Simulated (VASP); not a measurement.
# Cd (Im-3m) in VASP: a series of runs

Runs on Cd. Level: PBE. Tasks: relaxation of cell and atoms.

Program: VASP 6.6.1. These are calculated values, not measurements. Logs are shortened: lines on timing, memory, paths and dates and some standing lists are left out, and cuts for length are marked.

**1. The cell of the first run**

Symmetry: Im-3m, No. 229, cubic system. The conventional cell has a = 3.510 Å, b = 3.510 Å, c = 3.510 Å, α = 90.00°, β = 90.00°, γ = 90.00°. Within 4.0 Å of Cd (site symmetry m-3m) lie 14 Cd at 3.04 to 3.51 Å.

This isn't the form of Cd at room conditions, which is hcp.

**2. Relaxation of cell and atoms, PBE, target pressure 10 GPa, at which the enthalpy is minimised**

The input, INCAR:

```
SYSTEM = Cd
PREC     = Accurate       ! precision mode
ENCUT    = 500            ! plane-wave cutoff, eV
EDIFF    = 1E-7           ! SCF threshold, eV
ISMEAR   = -1             ! smearing method
SIGMA    = 0.1            ! smearing width, eV
LREAL    = .FALSE.        ! projectors in reciprocal space
LASPH    = .TRUE.         ! aspherical terms in the spheres
NELM     = 120            ! most SCF steps
ALGO     = Normal         ! electronic algorithm
ISIF     = 3              ! what is computed and relaxed
LWAVE    = .FALSE.        ! write WAVECAR
LCHARG   = .FALSE.        ! write CHGCAR
GGA      = PE             ! functional
IBRION   = 2              ! ionic algorithm
NSW      = 60             ! ionic steps
EDIFFG   = -0.03          ! ionic threshold
PSTRESS  = 100.0        
GGA_COMPAT= .FALSE.      
NELMIN   = 4
```

The input, KPOINTS:

```
regular mesh
0
G
  16 16 16
  0 0 0
```

The input, POSCAR:

```
Cd
1.0
   -1.7550000000      1.7550000000      1.7550000000
    1.7550000000     -1.7550000000      1.7550000000
    1.7550000000      1.7550000000     -1.7550000000
Cd
1
Direct
    0.0000000000      0.0000000000      0.0000000000
```

Potentials or basis: VASP PAW PBE potentials, release 64 (Cd).

On the command line:

```bash
> cat potpaw_PBE.64/Cd/POTCAR > POTCAR
> mpirun -np 1 vasp_std > vasp.out
```

OUTCAR:

```text
SYSTEM = Cd
   PREC = Accurate
   ENCUT = 500
   EDIFF = 1E-7
   ISMEAR = -1
   LREAL = .FALSE.
   LASPH = .TRUE.
   NELM = 120
   ISIF = 3
   GGA = PE
   IBRION = 2
   NSW = 60
   EDIFFG = -0.03
   PSTRESS = 100.0
   NELMIN = 4

 ion  position               nearest neighbor table
   1  0.000  0.000  0.000-

  LATTYP: Found a body centered cubic cell.
 ALAT       =     3.5100000000

  Lattice vectors:

 A1 = (  -1.7550000000,   1.7550000000,   1.7550000000)
 A2 = (   1.7550000000,  -1.7550000000,   1.7550000000)
 A3 = (   1.7550000000,   1.7550000000,  -1.7550000000)

Analysis of symmetry for initial positions (statically):
=====================================================================
 Subroutine PRICEL returns:
 Original cell was already a primitive cell.

 Routine SETGRP: Setting up the symmetry group for a
 body centered cubic supercell.

 Subroutine GETGRP returns: Found 48 space group operations
 (whereof 48 operations were pure point group operations)
 out of a pool of 48 trial point group operations.

The static configuration has the point symmetry O_h .

Analysis of symmetry for dynamics (positions and initial velocities):
=====================================================================
 Subroutine PRICEL returns:
 Original cell was already a primitive cell.

 Routine SETGRP: Setting up the symmetry group for a
 body centered cubic supercell.

 Subroutine GETGRP returns: Found 48 space group operations
 (whereof 48 operations were pure point group operations)
 out of a pool of 48 trial point group operations.

The dynamic configuration has the point symmetry O_h .

 Subroutine INISYM returns: Found 48 space group operations
 (whereof 48 operations are pure point group operations),
 and found     1 'primitive' translations

----------------------------------------------------------------------------------------

                                     Primitive cell

  volume of cell :      21.6218

  direct lattice vectors                    reciprocal lattice vectors
    -1.755000000  1.755000000  1.755000000     0.000000000  0.284900285  0.284900285
     1.755000000 -1.755000000  1.755000000     0.284900285  0.000000000  0.284900285
     1.755000000  1.755000000 -1.755000000     0.284900285  0.284900285  0.000000000

  length of vectors
     3.039749167  3.039749167  3.039749167     0.402909847  0.402909847  0.402909847

[... 92 lines left out ...]
   EFERMI =   0.00;   METHOD = LEGACY
   ISMEAR =    -1;   SIGMA  =   0.10  broadening in eV -4-tet -1-fermi 0-gaus
   EFERMI_NEDOS =   21; number of points for ismear=-14 and -15
   IALGO  =     38    algorithm
   IMIX   =      4    mixing-type and parameters
     AMIX     =   0.40;   BMIX     =  1.00
     AMIX_MAG =   1.60;   BMIX_MAG =  1.00
  volume/ion in A,a.u.               =      21.62       145.91
  Fermi-wavevector in a.u.,A,eV,Ry     =   1.345359  2.542360 24.626414  1.809990
  Thomas-Fermi vector in A             =   2.473278
   LORBIT       =      0    0 simple, 1 ext, 2 COOP (PROOUT), +10 PAW based schemes
   GGA     = PE    functional components
   LHFCALC =     F    Hartree Fock is set to
   AEXX    =    0.0000 exact exchange contribution
   IVDW    =     0    specifies the selected vdW correction
   LEPSILON=     F    determine dielectric tensor
   LRPA    =     F    only Hartree local field effects (RPA)
 conjugate gradient relaxation of ions
 non-spin polarized calculation
  energy-cutoff  :      500.00
  volume of cell :       21.62
 maximum number of plane-waves:       564
 NGX is ok and might be reduce to    24
   NGX = 11   NGY = 11   NGZ = 11

--------------------------------------- Ionic step        1  -------------------------------------------

 number of electron      11.9999994 magnetization

 Free energy of the ion-electron system (eV)
  ---------------------------------------------------
  ext. energy  EPLUGINS =         0.00000000
  ---------------------------------------------------
  free energy    TOTEN  =        -0.67836374 eV

  energy without entropy =       -0.66794732  energy(sigma->0) =       -0.67315553

------------------------ aborting loop because EDIFF is reached ----------------------------------------

  FORCE on cell =-STRESS in cart. coord.  units (eV):
  Direction    XX          YY          ZZ          XY          YZ          ZX
  --------------------------------------------------------------------------------------
  -------------------------------------------------------------------------------------
  Total        0.5394780      0.5394780      0.5394780      0.0000000     -0.0000000      0.0000000
  in kB       39.9754142     39.9754142     39.9754142      0.0000000     -0.0000000      0.0000000
  external PRESSURE =     -60.0245858 kB  Pullay stress =     100.0000000 kB
[... 61 lines left out ...]
--------------------------------------- Ionic step        3  -------------------------------------------

 number of electron      12.0000006 magnetization

 Free energy of the ion-electron system (eV)
  ---------------------------------------------------
  ext. energy  EPLUGINS =         0.00000000
  ---------------------------------------------------
  free energy    TOTEN  =        -0.60803301 eV

  energy without entropy =       -0.59718053  energy(sigma->0) =       -0.60260677

 E-fermi :   3.7343     XC(G=0): -11.4722

 val. band max:        3.7073277282   @ k =   0.3750   0.1250   0.0625
 cond. band min:       3.8505976169   @ k =  -0.4375  -0.4375   0.1875
 fundamental gap:      0.1432698887
 Fermi energy:         3.7342976221

 k-point     1 :       0.0000    0.0000    0.0000
  band No.  band energies     occupation
      1      -5.9710      2.00000
      2      -5.9710      2.00000
      3      -5.9710      2.00000
      4      -5.9538      2.00000
      5      -5.1926      2.00000
      6      -5.1926      2.00000
      7      19.5479      0.00000
      8      19.5479      0.00000
      9      19.5479      0.00000
     10      21.3811      0.00000
[... 287 lines left out ...]
 k-point    24 :       0.2500    0.1875   -0.0000
  band No.  band energies     occupation
      1      -6.3067      2.00000
      2      -6.0801      2.00000
      3      -5.4124      2.00000
      4      -5.3156      2.00000
      5      -5.0579      2.00000
      6      -1.2094      2.00000
      7       7.9885      0.00000
      8       9.7845      0.00000
      9      14.3503      0.00000
     10      19.7668      0.00000

 [... further k-points ...]

------------------------ aborting loop because EDIFF is reached ----------------------------------------

  FORCE on cell =-STRESS in cart. coord.  units (eV):
  Direction    XX          YY          ZZ          XY          YZ          ZX
  --------------------------------------------------------------------------------------
  -------------------------------------------------------------------------------------
  Total        1.2444983      1.2444983      1.2444983      0.0000000     -0.0000000      0.0000000
  in kB       99.9271806     99.9271806     99.9271806      0.0000000     -0.0000000      0.0000000
  external PRESSURE =      -0.0728194 kB  Pullay stress =     100.0000000 kB
[... 20 lines left out ...]
  energy  without entropy=       -0.5971805343  energy(sigma->0) =       -0.60260677

  enthalpy is  TOTEN    =         0.6373721979 eV   P V=        1.2454052081

 reached required accuracy - stopping structural energy minimisation
```

CONTCAR:

```text
Cd
   1.00000000000000
    -1.7086525387656917    1.7086525387656917    1.7086525387656917
     1.7086525387656917   -1.7086525387656917    1.7086525387656917
     1.7086525387656917    1.7086525387656917   -1.7086525387656917
  Cd
     1
Direct
     0.0000000000000000    0.0000000000000000    0.0000000000000000

  0.00000000E+00  0.00000000E+00  0.00000000E+00
```

Run time: 18 s. Hardware: 1 thread of Intel Xeon 6975P-C (Granite Rapids), shared host; peak memory 0.16 GiB.

Results:

```
Free energy                                                : -0.6080 eV
Relaxed volume                                             : 19.95 Å³/atom
Relaxed cell                                               : a = 2.959 Å, b = 2.959 Å, c = 2.959 Å, α = 109.47°, β = 109.47°, γ = 109.47°
Space group after relaxing (to 0.1 Å)                      : Im-3m (No. 229)
Energy change on relaxing (the run minimises the enthalpy) : +70.3 meV/atom
Ionic steps                                                : 3
Pressure after relaxing                                    : 10.0 GPa
Band gap on the k mesh                                     : zero (bands 6 and 7 overlap by 4.25 eV)
```

Step by step:
```tsv
step	energy change (eV)	largest force (eV/Å)	pressure (GPa)	volume (Å³)
1	0.0000	0.0000	4.00	21.62
2	0.1273	0.0000	13.89	19.18
3	0.0703	0.0000	9.99	19.95
```

Final structure:
```
Cd
1.0
    -1.70865    1.70865    1.70865
     1.70865   -1.70865    1.70865
     1.70865    1.70865   -1.70865
Cd
1
Direct
  0.00000 0.00000 0.00000
```

Caveat: the cell is relaxed towards a set pressure, so the run minimises the enthalpy, not the energy.

**3. Relaxation of cell and atoms, PBE, target pressure 20 GPa, at which the enthalpy is minimised**

The input, INCAR:

```
SYSTEM = Cd
PREC = Accurate
ENCUT = 500
EDIFF = 1E-7
ISMEAR = -1
SIGMA = 0.1
LREAL = .False.
LASPH = .True.
NELM = 120
ALGO = Normal
ISIF = 3
LWAVE = .False.
LCHARG = .False.
GGA = PE
IBRION = 2
NSW = 60
EDIFFG = -0.03
PSTRESS = 200.0
GGA_COMPAT = .False.
NELMIN = 4
```

The input, KPOINTS:

```
regular mesh
0
Gamma
  16 16 16
  0 0 0
```

POSCAR is that of step 2.

Potentials or basis: VASP PAW PBE potentials, release 64 (Cd).

On the command line:

```bash
> cat potpaw_PBE.64/Cd/POTCAR > POTCAR
> mpirun -np 1 vasp_std > vasp.out
```

It took 32 s on 1 thread of Intel Xeon 6975P-C (Granite Rapids), shared host; peak memory 0.16 GiB.

It converged, with:

```
Free energy                                                : -0.4551 eV
Relaxed volume                                             : 18.27 Å³/atom
Relaxed cell                                               : a = 2.874 Å, b = 2.874 Å, c = 2.874 Å, α = 109.47°, β = 109.47°, γ = 109.47°
Space group after relaxing (to 0.1 Å)                      : Im-3m (No. 229)
Energy change on relaxing (the run minimises the enthalpy) : +223.2 meV/atom
Ionic steps                                                : 4
Pressure after relaxing                                    : 19.8 GPa
Band gap on the k mesh                                     : zero (bands 6 and 7 overlap by 4.12 eV)
```

The path:
| step | energy change (eV) | largest force (eV/Å) | pressure (GPa) | volume (Å³) |
| --- | --- | --- | --- | --- |
| 1 | 0.0000 | 0.0000 | 4.00 | 21.62 |
| 2 | 0.7938 | 0.0000 | 51.90 | 15.54 |
| 3 | 0.2141 | 0.0000 | 19.30 | 18.34 |
| 4 | 0.2232 | 0.0000 | 19.85 | 18.27 |

Final structure:
```yaml
crystal:
  lattice:
    - [-1.65904, 1.65904, 1.65904]
    - [1.65904, -1.65904, 1.65904]
    - [1.65904, 1.65904, -1.65904]
  atoms:
    - { symbol: Cd, position: [0.00000, 0.00000, 0.00000] }
```

Levels at points of the mesh, in eV from the Fermi level:
```tsv
k point	band 2	band 3	band 4	band 5	band 6	band 7	band 8	band 9	band 10
(0.00, 0.00, 0.00)	-10.15	-10.15	-10.15	-9.23	-9.23	16.09	16.09	16.09	18.97
(0.50, 0.00, 0.00)	-10.64	-9.27	-9.18	-8.59	-3.13	-0.74	10.44	10.52	15.07
(0.50, 0.50, 0.50)	-10.95	-8.74	-8.74	-8.74	3.38	3.38	3.38	7.52	8.73
```

Caveat: the cell is relaxed towards a set pressure, so the run minimises the enthalpy, not the energy; the volume moved by over 15 % at a fixed basis, so the end points are rough.

The gap in the log of VASP goes by the Fermi energy; the results here count the filled bands.